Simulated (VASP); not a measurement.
Te: relaxation of cell and atoms with LDA

Te:

```
CELL_PARAMETERS angstrom
2.50800 0.00000 0.00000
-1.25400 2.17200 0.00000
0.00000 0.00000 4.02287
ATOMIC_POSITIONS crystal
Te 0.33333 0.66667 0.25000
Te 0.66667 0.33333 0.75000
```

* Program: VASP 6.6.1
* Task: relaxation of cell and atoms
* Functional: LDA
* Potentials or basis: VASP PAW LDA potentials, release 64 (Te)
* Cutoff: 600 eV
* k mesh: 17 × 17 × 9
* Occupations: fermi-dirac, width 0.05 eV
* Spin: no spin polarisation
* Target pressure: 450 GPa
* Dipole correction: no
* Further INCAR settings: ALGO = Normal; EDIFF = 1e-06; IBRION = 2; EDIFFG = -0.005; NSW = 32; ISIF = 3

```
Relaxed volume                                         : 11.06 Å³/atom
Relaxed cell                                           : a = 2.516 Å, b = 2.516 Å, c = 4.035 Å, α = 90.00°, β = 90.00°, γ = 120.00°
Space group after relaxing (to 0.05 Å)                 : P6_3/mmc (No. 194)
Energy change on relaxing (the enthalpy is what falls) : -281.0 meV/atom
Ionic steps                                            : 9
Pressure after relaxing                                : 450.0 GPa
Band gap on the k mesh                                 : zero (band 6 reaches 34.40 eV, above the bottom of band 7 at 23.40 eV)
```

The path:
| step | energy change (eV) | largest force (eV/Å) | pressure (GPa) | volume (Å³) |
| --- | --- | --- | --- | --- |
| 1 | 0.0000 | 0.0000 | 464.07 | 21.91 |
| 2 | -7.3222 | 0.0000 | 286.66 | 25.11 |
| 3 | -0.6054 | 0.0000 | 448.90 | 22.13 |
| 4 | -0.5617 | 0.0000 | 449.99 | 22.11 |
| 5 | -0.5506 | 0.0000 | 450.25 | 22.11 |
| 6 | -0.5534 | 0.0000 | 450.21 | 22.11 |
| 7 | -0.5516 | 0.0000 | 450.24 | 22.11 |
| 8 | -0.5677 | 0.0000 | 449.87 | 22.11 |
| 9 | -0.5620 | 0.0000 | 449.98 | 22.11 |

Final structure:
```
Te
1.0
     2.51561    0.00000    0.00000
    -1.25781    2.17858    0.00000
     0.00000    0.00000    4.03453
Te
2
Direct
  0.33333 0.66667 0.25000
  0.66667 0.33333 0.75000
```

Levels at points of the mesh, in eV from the Fermi level:
```csv
k point,band 4,band 5,band 6,band 7,band 8,band 9
"(0.00, 0.00, 0.00)",5.10,5.10,5.82,7.55,8.01,8.01
```

Run time: 2.9 min on 1 thread of AMD EPYC 7R43 64-Core Processor (Zen 3), on a shared host, peak memory 0.12 GiB.

Caveat: the cell is relaxed towards a set pressure, so the enthalpy falls and the energy may rise; spin-orbit coupling is left out, which moves the levels of the heavy elements.
